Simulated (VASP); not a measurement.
Runs of VASP 6.6.1 on MnHg. Symmetry: Pm-3m, No. 221, cubic system. Conventional cell: a = 3.315 Å, b = 3.315 Å, c = 3.315 Å, α = 90.00°, β = 90.00°, γ = 90.00°. Within 3.8 Å of Mn (site symmetry m-3m) lie 8 Hg at 2.87 Å and 6 Mn at 3.31 to 3.32 Å. Within 3.8 Å of Hg (site symmetry m-3m) lie 8 Mn at 2.87 Å and 6 Hg at 3.31 Å. 

| fixed moment (μB) | pressure (GPa) | moment (μB) |
| --- | --- | --- |
| 5.05 | 11.1 | 5.05 |
| 3.11 | -4.4 | 3.11 |
| 4.47 | (a) | 4.47 |
| 3.5 | -1.9 | 3.50 |

Alike in all rows: task single point; level PBE; potentials or basis VASP PAW PBE potentials, release 64 (Mn_pv, Hg); spin collinear, ferromagnetic start; cell as given; k mesh 10 × 10 × 10; cutoff (eV) 520; smearing fermi-dirac 0.1 eV.

Q: Fill in the values left out.

A: (a) 5.2.

Caveats: the total moment is fixed, so each spin has its own Fermi level; the cell stands under pressure (at least some runs); the cell stands under tension (at least some runs).
